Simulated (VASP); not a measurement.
The system is Rh.

```
Rh
1.0
     0.00000    1.89785    1.89785
     1.89785    0.00000    1.89785
     1.89785    1.89785    0.00000
Rh
1
Direct
  0.00000 0.00000 0.00000
```

| Item | Value |
| --- | --- |
| Program | VASP 6.6.1 |
| Task | relaxation of cell and atoms |
| Functional | LDA |
| Potentials or basis | VASP PAW LDA potentials, release 64 (Rh_pv) |
| Cutoff | 600 eV |
| k mesh | 9 × 9 × 9 |
| Occupations | gaussian, width 0.1 eV |
| Spin | no spin polarisation |

At the start: pressure -9.0 GPa; volume 13.67 Å³/atom.

Question: Where does the relaxation end?

Answer: Over 3 steps the energy falls by 11.9 meV/atom and the volume is 13.27 Å³/atom (-2.9 %); space group Fm-3m (No. 225, to 0.05 Å).

Step by step:
```tsv
step	energy change (eV)	largest force (eV/Å)	pressure (GPa)	volume (Å³)
1	0.0000	0.0000	-8.99	13.67
2	0.0856	0.0000	32.34	12.21
3	-0.0119	0.0000	-0.37	13.27
```

Final structure:
```
CELL_PARAMETERS angstrom
0.00000 1.87921 1.87921
1.87921 0.00000 1.87921
1.87921 1.87921 0.00000
ATOMIC_POSITIONS crystal
Rh 0.00000 0.00000 0.00000
```
